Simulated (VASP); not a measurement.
Input of a VASP 6.6.1 run:

INCAR

```
  PREC = Accurate
  ENCUT = 600
  EDIFF = 1E-7
  ISMEAR = 0
  SIGMA = 0.1
  LREAL = F
  LASPH = T
  NELM = 60
  ALGO = Normal
  ISIF = 3
  LWAVE = F
  LCHARG = F
  GGA = PS
  IBRION = 2
  NSW = 100
  EDIFFG = -0.05
```

The input KPOINTS:

```
regular mesh
0
Gamma
  9 9 9
```

POSCAR

```
C
1.0
    1.2280287114      0.7090027071      3.3470114498
   -1.2280287114      0.7090027071      3.3470114498
    0.0000000000     -1.4180054142      3.3470114498
C
2
Direct
    0.8360000000      0.8360000000      0.8360000000
    0.1640000000      0.1640000000      0.1640000000
```

Potentials or basis: VASP PAW PBE potentials, release 64 (C).

Run with:

```bash
$ cat potpaw_PBE.64/C/POTCAR > POTCAR
$ mpirun -np 1 vasp_std > vasp.out
```

Q: Estimate the relaxed cell.

A: a = 3.638 Å, b = 3.638 Å, c = 3.638 Å, α = 39.52°, β = 39.52°, γ = 39.52°.

Q: Estimate the space group after relaxing (to 0.1 Å).

A: R-3m (No. 166).

Q: What does it give for the relaxed volume?

A: 8.78 Å³/atom.

Stress tensor (GPa, compression positive):
```
0.12 0.00 0.00
0.00 0.12 0.00
0.00 0.00 0.68
```

Caveat: this functional lacks dispersion, which binds the layers, so the pressure and a relaxed spacing across them are unreliable; the PAW data sets were made with another functional, which shifts forces and pressure a little. Zero-point motion and thermal expansion aren't in these numbers.
